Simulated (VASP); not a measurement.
A run of VASP 6.6.1 is set up as follows.

File INCAR:

```
SYSTEM = Os
PREC     = Accurate       ! precision mode
ENCUT    = 520            ! plane-wave cutoff, eV
EDIFF    = 1E-6           ! SCF threshold, eV
ISMEAR   = 1              ! smearing method
SIGMA    = 0.05           ! smearing width, eV
LREAL    = .False.        ! projectors in reciprocal space
LASPH    = .True.         ! aspherical terms in the spheres
NELM     = 60             ! most SCF steps
ALGO     = Normal         ! electronic algorithm
ISIF     = 2              ! what is computed and relaxed
LWAVE    = .False.        ! write WAVECAR
LCHARG   = .True.         ! write CHGCAR
GGA      = PE             ! functional
LELF     = .True.         ! ELF
LVHAR    = .True.       
NBANDS   = 10             ! bands
```

The input KPOINTS:

```
Automatic mesh
0
Gamma
  19 19 19
  0 0 0
```

File POSCAR:

```
Os
1.0
    2.4282418132      0.0000000000      0.0000000000
    0.0000000000      2.4282418132      0.0000000000
    0.0000000000      0.0000000000      2.4282418132
Os
1
Direct
    0.0000000000      0.0000000000      0.0000000000
```

Potentials or basis: VASP PAW PBE potentials, release 64 (Os).

Command:

```console
$ cat potpaw_PBE.64/Os/POTCAR > POTCAR
$ mpirun -np 1 vasp_std > vasp.out
```

Problem. What does it give for the pressure?

Solution. 60.6 GPa.

Problem. Estimate the band gap on the k mesh.

Solution. Zero (bands 4 and 5 overlap by 7.37 eV).

Caveat: the cell stands under pressure; spin-orbit coupling is left out, which moves the levels of the heavy elements.
